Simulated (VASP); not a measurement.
Input of a VASP 6.6.1 run:

Contents of INCAR:

```
SYSTEM = Li16C
ALGO = Normal ; EDIFF = 1E-6
ENCUT = 520 ; GGA = PE
ISIF = 2 ; ISMEAR = -1
IVDW = 12 ; LASPH = .True.
LCHARG = .False. ; LREAL = Auto
LWAVE = .False. ; NBANDS = 40
NELM = 60 ; PREC = Accurate
SIGMA = 0.05
```

The input KPOINTS:

```
k-points
0
Gamma
  4 4 4
  0 0 0
```

POSCAR

```
Li16C
1.0
    6.9800000000      0.0000000000      0.0000000000
    0.0000000000      6.9800000000      0.0000000000
    0.0000000000      0.0000000000      6.9800000000
Li C
16 1
Direct
    0.0001197708      0.0168995702     -0.0167184814
    0.5002169054     -0.0271489971     -0.0293106017
    0.0001630372      0.4282898281      0.0565077364
    0.0001510029      0.0428217765      0.4977593123
    0.2836769341      0.2217600287      0.2373919771
    0.5001679083      0.5396404011      0.0231902579
    0.5001829513     -0.0063393983      0.5346881089
    0.7166706304      0.2217809456      0.2374090258
    0.0001906877      0.4156050143      0.4342852436
    0.2138422636      0.8212530086      0.2524859599
    0.2589527221      0.2652487106      0.7738889685
    0.5001448424      0.5192906877      0.4832260745
    0.7864819484      0.8211902579      0.2525222063
    0.7413512894      0.2653110315      0.7738416905
    0.2113176218      0.7198512894      0.7380014327
    0.7890389685      0.7198234957      0.7379833811
    0.0001719198      0.1656683381      0.2300739255
```

Potentials or basis: VASP PAW PBE potentials, release 64 (Li_sv, C).

The run is started by

```bash
$ cat potpaw_PBE.64/Li_sv/POTCAR potpaw_PBE.64/C/POTCAR > POTCAR
$ mpirun -np 1 vasp_std > vasp.out
```

Predict the dispersion energy per atom.

-0.161 eV.

Estimate the band gap on the k mesh.

zero (bands 26 and 27 overlap by 0.21 eV).

Predict the largest force.

0.138 eV/Å.

Forces in eV/Å, atoms in the order of the input:
```
Li   0.000  0.033 -0.073
Li   0.000 -0.014 -0.028
Li   0.000 -0.064  0.016
Li   0.001  0.007  0.040
Li  -0.002 -0.021  0.002
Li   0.000  0.017  0.023
Li  -0.001 -0.022 -0.013
Li   0.001 -0.021  0.002
Li   0.001 -0.004  0.019
Li  -0.036  0.034 -0.016
Li   0.049  0.009 -0.044
Li   0.000  0.031 -0.035
Li   0.037  0.034 -0.016
Li  -0.050  0.008 -0.044
Li  -0.011 -0.005  0.015
Li   0.010 -0.006  0.015
C    0.001 -0.015  0.138
```
